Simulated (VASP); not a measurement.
# Si5Se (F-43m) in VASP: notebook

Runs on Si5Se. Level: PBE. Tasks: single point.

All numbers are computed with VASP 6.6.1; they aren't measurements. Logs are shortened: lines on timing, memory, paths and dates and some standing lists are left out, and cuts for length are marked.

## Step 1: The cell of the first run

Symmetry: F-43m, No. 216, cubic system. Conventional cell: a = 7.484 Å, b = 7.484 Å, c = 7.484 Å, α = 90.00°, β = 90.00°, γ = 90.00°. Within 3.5 Å of Si (site symmetry 3m) lie 9 Si at 2.65 to 3.10 Å and 3 Se at 3.10 Å. Si (site symmetry -43m) has 12 Si at 3.10 Å and 4 Se at 3.24 Å within 4.1 Å. Se (site symmetry -43m) has 16 Si at 3.10 to 3.24 Å within 4.1 Å.

## Step 2: Single point, PBE

Contents of INCAR:

```
ALGO = Normal ; EDIFF = 1E-6
ENCUT = 520 ; GGA = PE
ISIF = 2 ; ISMEAR = 0
LASPH = True ; LCHARG = True
LELF = True ; LREAL = False
LVHAR = True ; LWAVE = False
NBANDS = 22 ; NELM = 80
PREC = Accurate ; SIGMA = 0.1
```

Contents of KPOINTS:

```
k-points
0
Gamma
  4 4 4
```

Contents of POSCAR:

```
Si5Se
1.0
    0.0000000000      3.7419664200      3.7419664200
    3.7419664200      0.0000000000      3.7419664200
    3.7419664200      3.7419664200      0.0000000000
Si Se
5 1
Direct
    0.3750000000      0.3750000000      0.8750000000
    0.3750000000      0.8750000000      0.3750000000
    0.8750000000      0.3750000000      0.3750000000
    0.3750000000      0.3750000000      0.3750000000
    0.7500000000      0.7500000000      0.7500000000
    0.0000000000      0.0000000000      0.0000000000
```

Potentials or basis: VASP PAW PBE potentials, release 64 (Si, Se).

Run with:

```console
cat potpaw_PBE.64/Si/POTCAR potpaw_PBE.64/Se/POTCAR > POTCAR
mpirun -np 1 vasp_std > vasp.out
```

OUTCAR:

```text
EDIFF = 1E-6
   ENCUT = 520
   GGA = PE
   ISIF = 2
   ISMEAR = 0
   LASPH = True
   LREAL = False
   NELM = 80
   PREC = Accurate

 ion  position               nearest neighbor table
   1  0.375  0.375  0.875-   4 2.65   2 2.65   3 2.65   4 2.65   2 2.65   3 2.65   5 3.10   5 3.10
                             5 3.10
   2  0.375  0.875  0.375-   4 2.65   1 2.65   1 2.65   3 2.65   4 2.65   3 2.65   5 3.10   5 3.10
                             5 3.10
   3  0.875  0.375  0.375-   4 2.65   1 2.65   2 2.65   1 2.65   2 2.65   4 2.65   5 3.10   5 3.10
                             5 3.10
   4  0.375  0.375  0.375-   1 2.65   2 2.65   3 2.65   1 2.65   2 2.65   3 2.65   5 3.10   5 3.10
                             5 3.10
   5  0.750  0.750  0.750-   4 3.10   4 3.10   4 3.10   1 3.10   2 3.10   3 3.10   2 3.10   3 3.10
                             1 3.10   1 3.10   3 3.10   2 3.10
   6  0.000  0.000  0.000-

  LATTYP: Found a face centered cubic cell.
 ALAT       =     7.4839328400

  Lattice vectors:

 A1 = (   0.0000000000,   3.7419664200,   3.7419664200)
 A2 = (   3.7419664200,   0.0000000000,   3.7419664200)
 A3 = (   3.7419664200,   3.7419664200,   0.0000000000)

Analysis of symmetry for initial positions (statically):
=====================================================================
 Subroutine PRICEL returns:
 Original cell was already a primitive cell.

 Routine SETGRP: Setting up the symmetry group for a
 face centered cubic supercell.

 Subroutine GETGRP returns: Found 24 space group operations
 (whereof 24 operations were pure point group operations)
 out of a pool of 48 trial point group operations.

The static configuration has the point symmetry T_d .

Analysis of symmetry for dynamics (positions and initial velocities):
=====================================================================
 Subroutine PRICEL returns:
 Original cell was already a primitive cell.

 Routine SETGRP: Setting up the symmetry group for a
 face centered cubic supercell.

 Subroutine GETGRP returns: Found 24 space group operations
 (whereof 24 operations were pure point group operations)
 out of a pool of 48 trial point group operations.

The dynamic configuration has the point symmetry T_d .

 Subroutine INISYM returns: Found 24 space group operations
 (whereof 24 operations are pure point group operations),
 and found     1 'primitive' translations

----------------------------------------------------------------------------------------

                                     Primitive cell

  volume of cell :     104.7924

  direct lattice vectors                    reciprocal lattice vectors
     0.000000000  3.741966420  3.741966420    -0.133619585  0.133619585  0.133619585
     3.741966420  0.000000000  3.741966420     0.133619585 -0.133619585  0.133619585
     3.741966420  3.741966420  0.000000000     0.133619585  0.133619585 -0.133619585

  length of vectors
     5.291939661  5.291939661  5.291939661     0.231435910  0.231435910  0.231435910

  position of ions in fractional coordinates (direct lattice)
     0.375000000  0.375000000  0.875000000
     0.375000000  0.875000000  0.375000000
     0.875000000  0.375000000  0.375000000
     0.375000000  0.375000000  0.375000000
     0.750000000  0.750000000  0.750000000
     0.000000000  0.000000000  0.000000000

  ion indices of the primitive-cell ions
   primitive index   ion index
                 1           1
                 2           2
                 3           3
                 4           4
                 5           5
                 6           6

----------------------------------------------------------------------------------------

 KPOINTS: k-points

Automatic generation of k-mesh.
 Grid dimensions read from file:
 generate k-points for:    4    4    4

 Generating k-lattice:

  Cartesian coordinates                     Fractional coordinates (reciprocal lattice)
    -0.033404896  0.033404896  0.033404896     0.250000000  0.000000000  0.000000000
     0.033404896 -0.033404896  0.033404896     0.000000000  0.250000000  0.000000000
     0.033404896  0.033404896 -0.033404896     0.000000000  0.000000000  0.250000000

  Length of vectors
     0.057858978  0.057858978  0.057858978

  Shift w.r.t. Gamma in fractional coordinates (k-lattice)
     0.000000000  0.000000000  0.000000000

 Subroutine IBZKPT returns following result:
 ===========================================

 Found      8 irreducible k-points:

 Following reciprocal coordinates:
            Coordinates               Weight
  0.000000  0.000000  0.000000      1.000000
  0.250000  0.000000  0.000000      8.000000
  0.500000  0.000000  0.000000      4.000000
  0.250000  0.250000  0.000000      6.000000
  0.500000  0.250000  0.000000     24.000000
 -0.250000  0.250000  0.000000     12.000000
  0.500000  0.500000  0.000000      3.000000
 -0.250000  0.500000  0.250000      6.000000
   k-points           NKPTS =      8   k-points in BZ     NKDIM =      8   number of bands    NBANDS=     22
   number of dos      NEDOS =    301   number of ions     NIONS =      6
   total plane-waves  NPLWV =  64000
   dimension x,y,z NGX =    40 NGY =   40 NGZ =   40
   dimension x,y,z NGXF=    80 NGYF=   80 NGZF=   80
   ions per type =               5   1
   NGX,Y,Z   is equivalent  to a cutoff of  12.57, 12.57, 12.57 a.u.
   NGXF,Y,Z  is equivalent  to a cutoff of  25.13, 25.13, 25.13 a.u.
 SYSTEM =  unknown system
   PREC   = accura    normal or accurate (medium, high low for compatibility)
   ISTART =      0    job   : 0-new  1-cont  2-samecut
   ICHARG =      2    charge: 1-file 2-atom 10-const
   ISPIN  =      1    spin polarized calculation?
   LNONCOLLINEAR =      F non collinear calculations
   LSORBIT =      F    spin-orbit coupling
   LASPH  =      T    aspherical Exc in radial PAW
   ENCUT  =  520.0 eV  38.22 Ry    6.18 a.u.   9.84  9.84  9.84*2*pi/ulx,y,z
   NELM   =     80;   NELMIN=  2; NELMDL= -5     # of ELM steps
   EDIFF  = 0.1E-05   stopping-criterion for ELM
   LREAL  =      F    real-space projection
   EDIFFG = 0.1E-04   stopping-criterion for IOM
   NSW    =      0    number of steps for IOM
   IBRION =     -1    ionic relax: 0-MD 1-quasi-New 2-CG
   NFREE  =      0    steps in history (QN), initial steepest desc. (CG)
   ISIF   =      2    stress and relaxation
   ISYM   =      2    0-nonsym 1-usesym 2-fastsym
   POTIM  = 0.5000    time-step for ionic-motion
   TEBEG  =    0.0;   TEEND  =   0.0 temperature during run
   PSTRESS=    0.0 pullay stress
   NELECT =      26.0000    total number of electrons
   NUPDOWN=      -1.0000    fix difference up-down
   EMIN   =  10.00;   EMAX   =-10.00  energy-range for DOS
   EFERMI =   0.00;   METHOD = LEGACY
   ISMEAR =     0;   SIGMA  =   0.10  broadening in eV -4-tet -1-fermi 0-gaus
   EFERMI_NEDOS =   21; number of points for ismear=-14 and -15
   IALGO  =     38    algorithm
   IMIX   =      4    mixing-type and parameters
     AMIX     =   0.40;   BMIX     =  1.00
     AMIX_MAG =   1.60;   BMIX_MAG =  1.00
  volume/ion in A,a.u.               =      17.47       117.86
  Fermi-wavevector in a.u.,A,eV,Ry     =   1.028702  1.943964 14.398051  1.058227
  Thomas-Fermi vector in A             =   2.162712
   LORBIT       =      0    0 simple, 1 ext, 2 COOP (PROOUT), +10 PAW based schemes
   GGA     = PE    functional components
   LHFCALC =     F    Hartree Fock is set to
   AEXX    =    0.0000 exact exchange contribution
   IVDW    =     0    specifies the selected vdW correction
   LEPSILON=     F    determine dielectric tensor
   LRPA    =     F    only Hartree local field effects (RPA)
 non-spin polarized calculation
 Gauss-broadening in eV      SIGMA  =   0.10
  energy-cutoff  :      520.00
  volume of cell :      104.79
 maximum number of plane-waves:      2840
   NGX = 19   NGY = 19   NGZ = 19

 number of electron      25.9999997 magnetization

 Free energy of the ion-electron system (eV)
  ---------------------------------------------------
  ext. energy  EPLUGINS =         0.00000000
  ---------------------------------------------------
  free energy    TOTEN  =       -26.55189893 eV

  energy without entropy =      -26.52948992  energy(sigma->0) =      -26.54069442

 E-fermi :   7.7502     XC(G=0): -10.5531

 val. band max:        7.6699196535   @ k =   0.5000   0.2500   0.0000
 cond. band min:       7.8170578578   @ k =  -0.2500   0.5000   0.2500
 fundamental gap:      0.1471382043
 Fermi energy:         7.7501833690

 k-point     1 :       0.0000    0.0000    0.0000
  band No.  band energies     occupation
      1      -6.6309      2.00000
      2      -2.9027      2.00000
      3       1.0504      2.00000
      4       2.2407      2.00000
      5       2.2407      2.00000
      6       2.2407      2.00000
[... 14 lines left out ...]
     21      14.5448      0.00000
     22      14.5448      0.00000

 k-point     2 :       0.2500    0.0000    0.0000
  band No.  band energies     occupation
      1      -6.3030      2.00000
      2      -3.2462      2.00000
      3      -0.5845      2.00000
      4       1.2130      2.00000
      5       1.6753      2.00000
      6       1.6753      2.00000
[... 14 lines left out ...]
     21      14.2085      0.00000
     22      14.6964      0.00000

 k-point     3 :       0.5000    0.0000    0.0000
  band No.  band energies     occupation
      1      -5.8132      2.00000
      2      -3.8191      2.00000
      3      -1.4176      2.00000
      4       0.7031      2.00000
      5       1.5256      2.00000
      6       1.5256      2.00000
[... 14 lines left out ...]
     21      12.2300      0.00000
     22      13.4317      0.00000

 k-point     4 :       0.2500    0.2500    0.0000
  band No.  band energies     occupation
      1      -6.2017      2.00000
      2      -3.1963      2.00000
      3      -0.6276      2.00000
      4       0.5807      2.00000
      5       0.7104      2.00000
      6       0.7104      2.00000
[... 14 lines left out ...]
     21      13.3733      0.00000
     22      13.6419      0.00000

 k-point     5 :       0.5000    0.2500    0.0000
  band No.  band energies     occupation
      1      -5.7362      2.00000
      2      -3.4129      2.00000
      3      -1.9489      2.00000
      4      -0.5830      2.00000
      5       0.5512      2.00000
      6       2.1439      2.00000
[... 14 lines left out ...]
     21      11.9798      0.00000
     22      12.5115      0.00000

 k-point     6 :      -0.2500    0.2500    0.0000
  band No.  band energies     occupation
      1      -5.8866      2.00000
      2      -3.4395      2.00000
      3      -1.6921      2.00000
      4      -0.2615      2.00000
      5       1.2589      2.00000
      6       2.1935      2.00000
[... 14 lines left out ...]
     21      12.3927      0.00000
     22      12.7388      0.00000

 k-point     7 :       0.5000    0.5000    0.0000
  band No.  band energies     occupation
      1      -5.6218      2.00000
      2      -3.0184      2.00000
      3      -2.4820      2.00000
      4      -0.2714      2.00000
      5       0.1053      2.00000
      6       0.1053      2.00000
[... 14 lines left out ...]
     21      11.0986      0.00000
     22      11.0986      0.00000

 k-point     8 :      -0.2500    0.5000    0.2500
  band No.  band energies     occupation
      1      -5.5845      2.00000
      2      -2.8149      2.00000
      3      -2.7917      2.00000
      4      -1.4908      2.00000
      5       1.3392      2.00000
      6       2.6177      2.00000
[... 14 lines left out ...]
     21      12.1197      0.00000
     22      12.2971      0.00000

------------------------ aborting loop because EDIFF is reached ----------------------------------------

  FORCE on cell =-STRESS in cart. coord.  units (eV):
  Direction    XX          YY          ZZ          XY          YZ          ZX
  --------------------------------------------------------------------------------------
  -------------------------------------------------------------------------------------
  Total       -2.2747116     -2.2747116     -2.2747116     -0.0000000     -0.0000000     -0.0000000
  in kB      -34.7782140    -34.7782140    -34.7782140     -0.0000000     -0.0000000     -0.0000000
  external PRESSURE =     -34.7782140 kB  Pullay stress =       0.0000000 kB

 VOLUME and BASIS-vectors are now :
 -----------------------------------------------------------------------------
  energy-cutoff  :      520.00
  volume of cell :      104.79
      direct lattice vectors                 reciprocal lattice vectors
     0.000000000  3.741966420  3.741966420    -0.133619585  0.133619585  0.133619585
     3.741966420  0.000000000  3.741966420     0.133619585 -0.133619585  0.133619585
     3.741966420  3.741966420  0.000000000     0.133619585  0.133619585 -0.133619585

 POSITION                                       TOTAL-FORCE (eV/Angst)
 -----------------------------------------------------------------------------------
      4.67746      4.67746      2.80647        -0.065434     -0.065434      0.065434
      4.67746      2.80647      4.67746        -0.065434      0.065434     -0.065434
      2.80647      4.67746      4.67746         0.065434     -0.065434     -0.065434
      2.80647      2.80647      2.80647         0.065434      0.065434      0.065434
      5.61295      5.61295      5.61295        -0.000000     -0.000000     -0.000000
      0.00000      0.00000      0.00000        -0.000000     -0.000000     -0.000000
 -----------------------------------------------------------------------------------
    total drift:                               -0.000000     -0.000000     -0.000000

  FREE ENERGIE OF THE ION-ELECTRON SYSTEM (eV)
  ---------------------------------------------------
  free  energy   TOTEN  =       -26.5518989261 eV

  energy  without entropy=      -26.5294899213  energy(sigma->0) =      -26.54069442
```

Run time: 16 s. Hardware: 1 thread of AMD EPYC 7R43 (Zen 3), shared host; peak memory 0.2 GiB.

Results:

```
Free energy            : -26.5519 eV
Pressure               : -3.5 GPa
Band gap on the k mesh : zero (band 13 reaches 7.83 eV, above the bottom of band 14 at 5.73 eV)
```

Caveat: the k points lie up to 0.36 Å⁻¹ apart.

## Step 3: Single point, PBE

This run uses another cell than the first one, of 16.41 Å³/atom, 0.939 times its volume.

Contents of INCAR:

```
  ALGO = Normal
  EDIFF = 1E-7
  ENCUT = 520
  GGA = PE
  ISIF = 2
  ISMEAR = 0
  LASPH = T
  LCHARG = F
  LREAL = F
  LWAVE = F
  NBANDS = 22
  NELM = 100
  PREC = Accurate
  SIGMA = 0.1
```

Contents of KPOINTS:

```
k-points
0
Gamma
  10 10 10
```

Contents of POSCAR:

```
Si5Se
1.0
    0.0000000000      3.6648430727      3.6648430727
    3.6648430727      0.0000000000      3.6648430727
    3.6648430727      3.6648430727      0.0000000000
Si Se
5 1
Direct
    0.3750556228      0.3750556228      0.8748331316
    0.3750556228      0.8748331316      0.3750556228
    0.8748331316      0.3750556228      0.3750556228
    0.3750556228      0.3750556228      0.3750556228
    0.7500000000      0.7500000000      0.7500000000
    0.0000000000      0.0000000000      0.0000000000
```

Potentials or basis: VASP PAW PBE potentials, release 64 (Si, Se).

Run with:

```console
cat potpaw_PBE.64/Si/POTCAR potpaw_PBE.64/Se/POTCAR > POTCAR
mpirun -np 1 vasp_std > vasp.out
```

OUTCAR:

```text
EDIFF = 1E-7
   ENCUT = 520
   GGA = PE
   ISIF = 2
   ISMEAR = 0
   LASPH = T
   LREAL = F
   NELM = 100
   PREC = Accurate

 ion  position               nearest neighbor table
   1  0.375  0.375  0.875-   2 2.59   3 2.59   4 2.59   4 2.59   2 2.59   3 2.59   5 3.04   5 3.04
                             5 3.04
   2  0.375  0.875  0.375-   1 2.59   3 2.59   4 2.59   1 2.59   4 2.59   3 2.59   5 3.04   5 3.04
                             5 3.04
   3  0.875  0.375  0.375-   1 2.59   2 2.59   4 2.59   4 2.59   1 2.59   2 2.59   5 3.04   5 3.04
[... 812 lines left out ...]
  -------------------------------------------------------------------------------------
  Total        0.0162568      0.0162568      0.0162568     -0.0000000     -0.0000000      0.0000000
  in kB        0.2645747      0.2645747      0.2645747     -0.0000000     -0.0000000      0.0000000
  external PRESSURE =       0.2645747 kB  Pullay stress =       0.0000000 kB

 VOLUME and BASIS-vectors are now :
 -----------------------------------------------------------------------------
  energy-cutoff  :      520.00
  volume of cell :       98.45
      direct lattice vectors                 reciprocal lattice vectors
     0.000000000  3.664843073  3.664843073    -0.136431490  0.136431490  0.136431490
     3.664843073  0.000000000  3.664843073     0.136431490 -0.136431490  0.136431490
     3.664843073  3.664843073  0.000000000     0.136431490  0.136431490 -0.136431490

 POSITION                                       TOTAL-FORCE (eV/Angst)
 -----------------------------------------------------------------------------------
      4.58065      4.58065      2.74904        -0.000707     -0.000707      0.000707
      4.58065      2.74904      4.58065        -0.000707      0.000707     -0.000707
      2.74904      4.58065      4.58065         0.000707     -0.000707     -0.000707
      2.74904      2.74904      2.74904         0.000707      0.000707      0.000707
      5.49726      5.49726      5.49726         0.000000      0.000000      0.000000
      0.00000      0.00000      0.00000         0.000000      0.000000      0.000000
 -----------------------------------------------------------------------------------
    total drift:                               -0.000000     -0.000000     -0.000000

  FREE ENERGIE OF THE ION-ELECTRON SYSTEM (eV)
  ---------------------------------------------------
  free  energy   TOTEN  =       -26.8316597942 eV

  energy  without entropy=      -26.8220555896  energy(sigma->0) =      -26.82685769
```

stdout:

```text
POSCAR found type information on POSCAR SiSe
 POSCAR found :  2 types and       6 ions
 scaLAPACK will be used
 LDA part: xc-table for (Slater+PW92), standard interpolation
 POSCAR, INCAR and KPOINTS ok, starting setup
 FFT: planning ... GRIDC
 FFT: planning ... GRID_SOFT
 FFT: planning ... GRID
 WAVECAR not read
 entering main loop
```

Wall time 1.9 min (1 thread of AMD EPYC 7R43 (Zen 3), shared host); peak memory 0.24 GiB.

Results:

```
Free energy            : -26.8317 eV
Pressure               : 0.0 GPa
Band gap on the k mesh : zero (band 13 reaches 9.28 eV, above the bottom of band 14 at 6.30 eV)
```

Levels at points of the mesh, in eV from the Fermi level:
| k point | band 10 | band 11 | band 12 | band 13 | band 14 | band 15 | band 16 | band 17 |
| --- | --- | --- | --- | --- | --- | --- | --- | --- |
| (0.00, 0.00, 0.00) | -5.18 | -2.96 | -2.96 | -2.96 | -2.14 | -2.14 | 3.68 | 3.68 |
| (0.50, 0.00, 0.00) | -2.33 | -1.23 | -1.23 | -0.46 | -0.46 | 1.28 | 2.68 | 2.88 |
| (0.50, 0.50, 0.00) | -1.48 | -0.22 | -0.18 | -0.18 | 0.32 | 0.41 | 1.35 | 1.52 |
